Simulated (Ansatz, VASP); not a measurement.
Two plane-wave programs on TaRu2

```
Ta Ru
1.0
     4.63111    0.00000    0.00000
    -2.31555    4.01066    0.00000
     0.00000    0.00000    2.68390
Ta Ru
1 2
Direct
  0.00000 0.00000 0.00000
  0.33333 0.66667 0.00000
  0.66667 0.33333 0.00000
```

Alike in both runs: functional PBE; k mesh 6 × 6 × 6; occupations gaussian, width 0.1 eV; no spin polarisation.

Ansatz relaxed the structure, and its values are those at the end. VASP's run is a single point on that final structure, the one shown.

```csv
,VASP,Ansatz
version,VASP 6.6.1,Ansatz 0.2.0
potentials or method,"VASP PAW PBE potentials, release 64 (Ta_pv, Ru_pv), cutoff 520 eV","scalar-relativistic, plane waves, PAW"
valence electrons in the cell,39,45
```

```tsv
	VASP	Ansatz	Ansatz less VASP
gap on the k mesh at the Fermi level (eV)	none	none	-
pressure (GPa)	0.3	0.2	-0.12
```

A gap of «none» marks a metal or a gap that the smearing closes. The functional is the same, so the differences come from potentials, cutoffs and numerics. VASP's potentials hold 39 valence electrons a cell and Ansatz's 45, so a difference there can come from the potentials and not from the codes.

The k mesh is coarse, so the values compare programs but aren't converged. Neither program's run includes spin-orbit coupling.
